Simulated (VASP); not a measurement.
# Zr2Si4GePd (I-42m) in VASP: single point with PBE

Aim: the single point of Zr2Si4GePd with PBE.

Program: VASP 6.6.1. These are calculated values, not measurements. Logs are shortened: lines on timing, memory, paths and dates and some standing lists are left out, and cuts for length are marked.

### Step 1. The cell of the first run

It takes space group I-42m (No. 121, tetragonal). Conventional cell: a = 5.966 Å, b = 5.966 Å, c = 7.460 Å, α = 90.00°, β = 90.00°, γ = 90.00°. Within 3.8 Å of Zr (site symmetry 222) lie 8 Si at 2.84 to 2.85 Å and 2 Ge at 2.98 Å and 2 Pd at 2.98 Å and 2 Zr at 3.73 Å. Si (site symmetry m) has 2 Pd at 2.52 to 3.14 Å and 2 Ge at 2.53 to 3.13 Å and 4 Zr at 2.84 to 2.85 Å and 5 Si at 3.04 to 3.40 Å within 3.5 Å. Ge (site symmetry -42m) has 8 Si at 2.53 to 3.13 Å and 4 Zr at 2.98 Å within 3.3 Å. Within 3.3 Å of Pd (site symmetry -42m) lie 8 Si at 2.52 to 3.14 Å and 4 Zr at 2.98 Å.

The cell was built from a structure type or drawn by symmetry, and may not be a known phase.

### Step 2. Single point, PBE

File INCAR:

```
SYSTEM = Zr2Si4GePd
  PREC = Accurate
  ENCUT = 520
  EDIFF = 1E-6
  ISMEAR = 0
  SIGMA = 0.1
  LREAL = .FALSE.
  LASPH = .TRUE.
  NELM = 60
  ALGO = Normal
  ISIF = 2
  LWAVE = .FALSE.
  LCHARG = .FALSE.
  GGA = PE
  NBANDS = 42
```

File KPOINTS:

```
Automatic mesh
0
G
  8 8 8
  0 0 0
```

File POSCAR:

```
Zr2Si4GePd
1.0
   -2.9831985750      2.9831985750      3.7299317622
    2.9831985750     -2.9831985750      3.7299317622
    2.9831985750      2.9831985750     -3.7299317622
Zr Si Ge Pd
2 4 1 1
Direct
    0.5000000000      0.0000000000      0.5000000000
    0.0000000000      0.5000000000      0.5000000000
    0.9524213719      0.5491589899      0.0000000000
    0.5491589899      0.9524213719      0.0000000000
    0.0475786281      0.0475786281      0.5967376181
    0.4508410101      0.4508410101      0.4032623819
    0.5000000000      0.5000000000      0.0000000000
    0.0000000000      0.0000000000      0.0000000000
```

Potentials or basis: VASP PAW PBE potentials, release 64 (Zr_sv, Si, Ge_d, Pd).

Command:

```
> cat potpaw_PBE.64/Zr_sv/POTCAR potpaw_PBE.64/Si/POTCAR potpaw_PBE.64/Ge_d/POTCAR potpaw_PBE.64/Pd/POTCAR > POTCAR
> mpirun -np 1 vasp_std > vasp.out
```

OUTCAR:

```text
SYSTEM = Zr2Si4GePd
   PREC = Accurate
   ENCUT = 520
   EDIFF = 1E-6
   ISMEAR = 0
   LREAL = .FALSE.
   LASPH = .TRUE.
   NELM = 60
   ISIF = 2
   GGA = PE

 ion  position               nearest neighbor table
   1  0.500  0.000  0.500-   5 2.84   4 2.84   3 2.84   6 2.84   6 2.85   3 2.85   4 2.85   5 2.85
                             8 2.98   7 2.98   7 2.98   8 2.98   2 3.73   2 3.73
   2  0.000  0.500  0.500-   5 2.84   3 2.84   4 2.84   6 2.84   6 2.85   4 2.85   3 2.85   5 2.85
                             8 2.98   8 2.98   7 2.98   7 2.98   1 3.73   1 3.73
   3  0.952  0.549  0.000-   8 2.52   7 2.53   1 2.84   2 2.84   2 2.85   1 2.85   6 3.04   5 3.04
                             6 3.04   5 3.04   8 3.14
   4  0.549  0.952  0.000-   8 2.52   7 2.53   2 2.84   1 2.84   1 2.85   2 2.85   6 3.04   5 3.04
                             6 3.04   5 3.04   8 3.14
   5  0.048  0.048  0.597-   8 2.52   7 2.53   2 2.84   1 2.84   1 2.85   2 2.85   4 3.04   3 3.04
                             3 3.04   4 3.04   8 3.14
   6  0.451  0.451  0.403-   8 2.52   7 2.53   1 2.84   2 2.84   2 2.85   1 2.85   3 3.04   4 3.04
                             4 3.04   3 3.04   8 3.14
   7  0.500  0.500  0.000-   6 2.53   5 2.53   3 2.53   4 2.53   1 2.98   2 2.98   1 2.98   2 2.98

   8  0.000  0.000  0.000-   5 2.52   6 2.52   3 2.52   4 2.52   1 2.98   2 2.98   2 2.98   1 2.98
                             4 3.14   3 3.14   6 3.14   5 3.14

  LATTYP: Found a body centered tetragonal cell.
 ALAT       =     5.9663971500
 C/A-ratio  =     1.2503129337

  Lattice vectors:

 A1 = (  -2.9831985750,   2.9831985750,   3.7299317622)
 A2 = (   2.9831985750,  -2.9831985750,   3.7299317622)
 A3 = (   2.9831985750,   2.9831985750,  -3.7299317622)

Analysis of symmetry for initial positions (statically):
=====================================================================
 Subroutine PRICEL returns:
 Original cell was already a primitive cell.

 Routine SETGRP: Setting up the symmetry group for a
 body centered tetragonal supercell.

 Subroutine GETGRP returns: Found  8 space group operations
 (whereof  8 operations were pure point group operations)
 out of a pool of 16 trial point group operations.

The static configuration has the point symmetry D_2d.

Analysis of symmetry for dynamics (positions and initial velocities):
=====================================================================
 Subroutine PRICEL returns:
 Original cell was already a primitive cell.

 Routine SETGRP: Setting up the symmetry group for a
 body centered tetragonal supercell.

 Subroutine GETGRP returns: Found  8 space group operations
 (whereof  8 operations were pure point group operations)
 out of a pool of 16 trial point group operations.

The dynamic configuration has the point symmetry D_2d.

 Subroutine INISYM returns: Found  8 space group operations
 (whereof  8 operations are pure point group operations),
 and found     1 'primitive' translations

----------------------------------------------------------------------------------------

                                     Primitive cell

  volume of cell :     132.7777

  direct lattice vectors                    reciprocal lattice vectors
    -2.983198575  2.983198575  3.729931762     0.000000000  0.167605336  0.134050710
     2.983198575 -2.983198575  3.729931762     0.167605336  0.000000000  0.134050710
     2.983198575  2.983198575 -3.729931762     0.167605336  0.167605336  0.000000000

  length of vectors
     5.631282130  5.631282130  5.631282130     0.214618595  0.214618595  0.237029740

  position of ions in fractional coordinates (direct lattice)
     0.500000000  0.000000000  0.500000000
     0.000000000  0.500000000  0.500000000
     0.952421372  0.549158990  0.000000000
     0.549158990  0.952421372  0.000000000
     0.047578628  0.047578628  0.596737618
     0.450841010  0.450841010  0.403262382
     0.500000000  0.500000000  0.000000000
     0.000000000  0.000000000  0.000000000

  ion indices of the primitive-cell ions
   primitive index   ion index
                 1           1
                 2           2
                 3           3
                 4           4
                 5           5
                 6           6
                 7           7
                 8           8

----------------------------------------------------------------------------------------

 KPOINTS: Automatic mesh

Automatic generation of k-mesh.
 Grid dimensions read from file:
 generate k-points for:    8    8    8

 Generating k-lattice:

  Cartesian coordinates                     Fractional coordinates (reciprocal lattice)
     0.000000000  0.020950667  0.016756339     0.125000000  0.000000000  0.000000000
     0.020950667  0.000000000  0.016756339     0.000000000  0.125000000  0.000000000
     0.020950667  0.020950667  0.000000000     0.000000000  0.000000000  0.125000000

  Length of vectors
     0.026827324  0.026827324  0.029628717

  Shift w.r.t. Gamma in fractional coordinates (k-lattice)
     0.000000000  0.000000000  0.000000000

 Subroutine IBZKPT returns following result:
 ===========================================

 Found     59 irreducible k-points:

 Following reciprocal coordinates:
            Coordinates               Weight
  0.000000  0.000000  0.000000      1.000000
  0.125000  0.000000  0.000000      8.000000
  0.250000  0.000000  0.000000      8.000000
  0.375000  0.000000 -0.000000      8.000000
  0.500000  0.000000  0.000000      4.000000
  0.125000  0.125000  0.000000      8.000000
[... 16 lines left out ...]
  0.250000  0.125000  0.125000     16.000000
  0.375000  0.125000  0.125000      8.000000
 [... further k-points ...]
   k-points           NKPTS =     59   k-points in BZ     NKDIM =     59   number of bands    NBANDS=     42
   number of dos      NEDOS =    301   number of ions     NIONS =      8
   total plane-waves  NPLWV =  74088
   dimension x,y,z NGX =    42 NGY =   42 NGZ =   42
   dimension x,y,z NGXF=    84 NGYF=   84 NGZF=   84
   ions per type =               2   4   1   1
   NGX,Y,Z   is equivalent  to a cutoff of  12.40, 12.40, 12.40 a.u.
   NGXF,Y,Z  is equivalent  to a cutoff of  24.80, 24.80, 24.80 a.u.
 SYSTEM =  Zr2Si4GePd
   PREC   = accura    normal or accurate (medium, high low for compatibility)
   ISTART =      0    job   : 0-new  1-cont  2-samecut
   ICHARG =      2    charge: 1-file 2-atom 10-const
   ISPIN  =      1    spin polarized calculation?
   LNONCOLLINEAR =      F non collinear calculations
   LSORBIT =      F    spin-orbit coupling
   LASPH  =      T    aspherical Exc in radial PAW
   ENCUT  =  520.0 eV  38.22 Ry    6.18 a.u.  10.47 10.47 10.47*2*pi/ulx,y,z
   NELM   =     60;   NELMIN=  2; NELMDL= -5     # of ELM steps
   EDIFF  = 0.1E-05   stopping-criterion for ELM
   LREAL  =      F    real-space projection
   EDIFFG = 0.1E-04   stopping-criterion for IOM
   NSW    =      0    number of steps for IOM
   IBRION =     -1    ionic relax: 0-MD 1-quasi-New 2-CG
   NFREE  =      0    steps in history (QN), initial steepest desc. (CG)
   ISIF   =      2    stress and relaxation
   ISYM   =      2    0-nonsym 1-usesym 2-fastsym
   POTIM  = 0.5000    time-step for ionic-motion
   TEBEG  =    0.0;   TEEND  =   0.0 temperature during run
   PSTRESS=    0.0 pullay stress
   NELECT =      64.0000    total number of electrons
   NUPDOWN=      -1.0000    fix difference up-down
   EMIN   =  10.00;   EMAX   =-10.00  energy-range for DOS
   EFERMI =   0.00;   METHOD = LEGACY
   ISMEAR =     0;   SIGMA  =   0.10  broadening in eV -4-tet -1-fermi 0-gaus
   EFERMI_NEDOS =   21; number of points for ismear=-14 and -15
   IALGO  =     38    algorithm
   IMIX   =      4    mixing-type and parameters
     AMIX     =   0.40;   BMIX     =  1.00
     AMIX_MAG =   1.60;   BMIX_MAG =  1.00
  volume/ion in A,a.u.               =      16.60       112.00
  Fermi-wavevector in a.u.,A,eV,Ry     =   1.283590  2.425634 22.417014  1.647604
  Thomas-Fermi vector in A             =   2.415834
   LORBIT       =      0    0 simple, 1 ext, 2 COOP (PROOUT), +10 PAW based schemes
   GGA     = PE    functional components
   LHFCALC =     F    Hartree Fock is set to
   AEXX    =    0.0000 exact exchange contribution
   IVDW    =     0    specifies the selected vdW correction
   LEPSILON=     F    determine dielectric tensor
   LRPA    =     F    only Hartree local field effects (RPA)
 non-spin polarized calculation
 Gauss-broadening in eV      SIGMA  =   0.10
  energy-cutoff  :      520.00
  volume of cell :      132.78
 maximum number of plane-waves:      3605
 NGX is ok and might be reduce to    42
   NGX = 21   NGY = 21   NGZ = 21

 number of electron      63.9999994 magnetization

 Free energy of the ion-electron system (eV)
  ---------------------------------------------------
  ext. energy  EPLUGINS =         0.00000000
  ---------------------------------------------------
  free energy    TOTEN  =       -51.36592813 eV

  energy without entropy =      -51.35025821  energy(sigma->0) =      -51.35809317

 E-fermi :   9.9364     XC(G=0): -11.5577

 val. band max:        9.9283872930   @ k =  -0.1250  -0.2500   0.1250
 cond. band min:       9.9615211510   @ k =   0.1250   0.1250   0.0000
 fundamental gap:      0.0331338580
 Fermi energy:         9.9364218294

 k-point     1 :       0.0000    0.0000    0.0000
  band No.  band energies     occupation
      1     -39.2664      2.00000
      2     -39.2561      2.00000
      3     -17.4130      2.00000
      4     -17.4130      2.00000
      5     -17.3762      2.00000
      6     -17.3472      2.00000
[... 34 lines left out ...]
     41      13.0170      0.00000
     42      13.1716      0.00000

 k-point     2 :       0.1250    0.0000    0.0000
  band No.  band energies     occupation
      1     -39.2660      2.00000
      2     -39.2564      2.00000
      3     -17.4142      2.00000
      4     -17.4129      2.00000
      5     -17.3716      2.00000
      6     -17.3486      2.00000
[... 979 lines left out ...]
     41      13.1490      0.00000
     42      13.3299      0.00000

 k-point    24 :       0.3750    0.1250    0.1250
  band No.  band energies     occupation
      1     -39.2610      2.00000
      2     -39.2610      2.00000
      3     -17.4370      2.00000
      4     -17.4019      2.00000
      5     -17.3719      2.00000
      6     -17.3387      2.00000
[... 34 lines left out ...]
     41      13.0027      0.00000
     42      13.3276      0.00000

 [... further k-points ...]

------------------------ aborting loop because EDIFF is reached ----------------------------------------

  FORCE on cell =-STRESS in cart. coord.  units (eV):
  Direction    XX          YY          ZZ          XY          YZ          ZX
  --------------------------------------------------------------------------------------
  -------------------------------------------------------------------------------------
  Total        0.0084691      0.0084691     -0.0072277      0.0000000      0.0000000     -0.0000000
  in kB        0.1021928      0.1021928     -0.0872135      0.0000000      0.0000000     -0.0000000
  external PRESSURE =       0.0390573 kB  Pullay stress =       0.0000000 kB

 VOLUME and BASIS-vectors are now :
 -----------------------------------------------------------------------------
  energy-cutoff  :      520.00
  volume of cell :      132.78
      direct lattice vectors                 reciprocal lattice vectors
    -2.983198575  2.983198575  3.729931762     0.000000000  0.167605336  0.134050710
     2.983198575 -2.983198575  3.729931762     0.167605336  0.000000000  0.134050710
     2.983198575  2.983198575 -3.729931762     0.167605336  0.167605336  0.000000000

 POSITION                                       TOTAL-FORCE (eV/Angst)
 -----------------------------------------------------------------------------------
      0.00000      2.98320      0.00000        -0.000000     -0.000000     -0.000000
      2.98320      0.00000      0.00000         0.000000     -0.000000     -0.000000
     -1.20301      1.20301      5.60079        -0.001108      0.001108     -0.004620
      1.20301     -1.20301      5.60079         0.001108     -0.001108     -0.004620
      1.78019      1.78019     -1.87086        -0.001108     -0.001108      0.004620
      1.20301      1.20301      1.85907         0.001108      0.001108      0.004620
      0.00000      0.00000      3.72993        -0.000000     -0.000000      0.000000
      0.00000      0.00000      0.00000        -0.000000      0.000000     -0.000000
 -----------------------------------------------------------------------------------
    total drift:                                0.000001      0.000001      0.000001

  FREE ENERGIE OF THE ION-ELECTRON SYSTEM (eV)
  ---------------------------------------------------
  free  energy   TOTEN  =       -51.3659281314 eV

  energy  without entropy=      -51.3502582054  energy(sigma->0) =      -51.35809317
```

Wall time 16 min (1 thread of Intel Xeon 8259CL, shared host); peak memory 0.49 GiB.

Results:

```
Free energy            : -51.3659 eV
Pressure               : 0.0 GPa
Largest force          : 0.005 eV/Å
Band gap on the k mesh : zero (bands 32 and 33 overlap by 0.46 eV)
```

Forces in eV/Å, atoms in the order of the input:
```
Zr   0.000  0.000  0.000
Zr   0.000  0.000  0.000
Si  -0.001  0.001 -0.005
Si   0.001 -0.001 -0.005
Si  -0.001 -0.001  0.005
Si   0.001  0.001  0.005
Ge   0.000  0.000  0.000
Pd   0.000  0.000  0.000
```
